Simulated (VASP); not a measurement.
A run of VASP 6.6.1:

Contents of INCAR:

```
SYSTEM = CdSe
ALGO = Normal
EDIFF = 1E-6
ENCUT = 520
GGA = PE
ISIF = 2
ISMEAR = 0
LASPH = .True.
LCHARG = .True.
LELF = .True.
LREAL = .False.
LVHAR = .True.
LWAVE = .False.
NBANDS = 16
NELM = 80
PREC = Accurate
SIGMA = 0.1
```

File KPOINTS:

```
k-points
0
Gamma
  12 12 12
  0 0 0
```

File POSCAR:

```
CdSe
1.0
    0.0000000000      2.8396133583      2.8396133583
    2.8396133583      0.0000000000      2.8396133583
    2.8396133583      2.8396133583      0.0000000000
Cd Se
1 1
Direct
    0.0000000000      0.0000000000      0.0000000000
    0.5000000000      0.5000000000      0.5000000000
```

Potentials or basis: VASP PAW PBE potentials, release 64 (Cd, Se).

The run is started by

```bash
$ cat potpaw_PBE.64/Cd/POTCAR potpaw_PBE.64/Se/POTCAR > POTCAR
$ mpirun -np 1 vasp_std > vasp.out
```

Hardware: 1 thread of Intel Xeon 8259CL (shared host).

Problem. How long does it take, and how much memory?

Solution. Wall time 90 s on 1 thread of Intel Xeon 8259CL, with other jobs on the host, peak memory 0.2 GiB. Counts: scf iterations 13, k points 72.
